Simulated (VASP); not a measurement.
Se: single point with PBE

Crystal: Se.

```
Se
1.0
    -1.66569    1.66569    1.66569
     1.66569   -1.66569    1.66569
     1.66569    1.66569   -1.66569
Se
1
Cartesian
  0.0000 0.0000 0.0000
```

This isn't the form of Se at room conditions, which is trigonal, of chains.

* Program: VASP 6.6.1
* Task: single point
* Functional: PBE
* Potentials or basis: VASP PAW PBE potentials, release 64 (Se)
* Cutoff: 520 eV
* k mesh: 16 × 16 × 16
* Occupations: fermi-dirac, width 0.05 eV
* Spin: no spin polarisation
* Dipole correction: no
* Further INCAR settings: ALGO = Normal; EDIFF = 1e-06; NBANDS = 9

```
Pressure               : 8.6 GPa
Band gap on the k mesh : zero (bands 3 and 4 overlap by 7.75 eV)
```

Levels at points of the mesh, in eV from the Fermi level:
```csv
k point,band 1,band 2,band 3,band 4,band 5,band 6,band 7
"(0.00, 0.00, 0.00)",-17.06,3.44,3.44,3.44,12.44,12.58,12.58
"(0.50, 0.00, 0.00)",-13.03,-7.48,0.05,2.38,6.97,8.19,17.90
"(0.50, 0.50, 0.50)",-10.15,-3.64,-3.64,-3.64,3.60,3.60,23.59
```

It took 14 s on 1 thread of Intel Xeon 8259CL, on a shared host, peak memory 0.15 GiB.

Caveat: the cell stands under pressure.
